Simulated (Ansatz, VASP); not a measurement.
CdI2: VASP beside Ansatz

INCAR

```
SYSTEM = CdI2
PREC     = Accurate       ! precision mode
ENCUT    = 500            ! plane-wave cutoff, eV
EDIFF    = 1E-6           ! SCF threshold, eV
ISMEAR   = 0              ! smearing method
SIGMA    = 0.05           ! smearing width, eV
LREAL    = .False.        ! projectors in reciprocal space
LASPH    = .True.         ! aspherical terms in the spheres
NELM     = 120            ! most SCF steps
ALGO     = Normal         ! electronic algorithm
ISIF     = 2              ! what is computed and relaxed
LWAVE    = .False.        ! write WAVECAR
LCHARG   = .False.        ! write CHGCAR
GGA      = PE             ! functional
IVDW     = 12             ! dispersion correction
NBANDS   = 20             ! bands
GGA_COMPAT= .False.
```

Contents of KPOINTS:

```
Automatic mesh
0
Gamma
  9 9 4
  0 0 0
```

Contents of POSCAR:

```
CdI2
1.0
    4.3500991951      0.0000000000      0.0000000000
   -2.1750495975      3.7672964119      0.0000000000
    0.0000000000      0.0000000000      6.6875250000
Cd I
1 2
Direct
    0.0000000000      0.0000000000      0.0000000000
    0.3333333333      0.6666666667      0.2492000000
    0.6666666667      0.3333333333      0.7508000000
```

Input for Ansatz:

```yaml
crystal:
  lattice:
    - [4.3500991951, 0.0, 0.0]
    - [-2.1750495975, 3.7672964119, 0.0]
    - [0.0, 0.0, 6.687525]
  atoms:
    - { symbol: Cd, position: [0.0, 0.0, 0.0] }
    - { symbol: I, position: [0.3333333333, 0.6666666667, 0.2492] }
    - { symbol: I, position: [0.6666666667, 0.3333333333, 0.7508] }
basis:
  ecutwfc: 420
kpoints:
  mp_grid: { grid: [9, 9, 4] }
hamiltonian:
  xc: pbe
  dispersion: d3bj
scf:
  occupations: { method: gaussian, width: 0.05 }
output:
  forces: true
  stress: true
  eigenvalues: true
```

Change from the starting cell: strain +0.025 along x and y, -0.025 along z, atoms carried along.

Alike in both runs: task single point; functional PBE; dispersion D3(BJ); k mesh 9 × 9 × 4; occupations gaussian, width 0.05 eV; no spin polarisation.

|  | VASP | Ansatz |
| --- | --- | --- |
| version | VASP 6.6.1 | Ansatz 0.2.0 |
| potentials or method | VASP PAW PBE potentials, release 64 (Cd, I), cutoff 500 eV | scalar-relativistic, plane waves, PAW |
| valence electrons in the cell | 26 | 54 |

VASP gave:

* gap on the k mesh at the Fermi level (eV): 2.22
* least direct gap on the mesh (eV): 2.22
* pressure (GPa): -0.4
* traceless stress, the component that is largest in VASP (GPa): 0.83
* rms of the force components (eV/Å): 0.049

**Question.** What did Ansatz give for the same quantities?

**Answer.** gap on the k mesh at the Fermi level (eV): 2.24; least direct gap on the mesh (eV): 2.24; pressure (GPa): -0.6; traceless stress, the component that is largest in VASP (GPa): 0.85; rms of the force components (eV/Å): 0.040.

Atom by atom the forces differ by 0.009 eV/Å (rms over components). VASP's potentials hold 26 valence electrons a cell and Ansatz's 54, so a difference there can come from the potentials and not from the codes.

Neither program's run includes spin-orbit coupling.
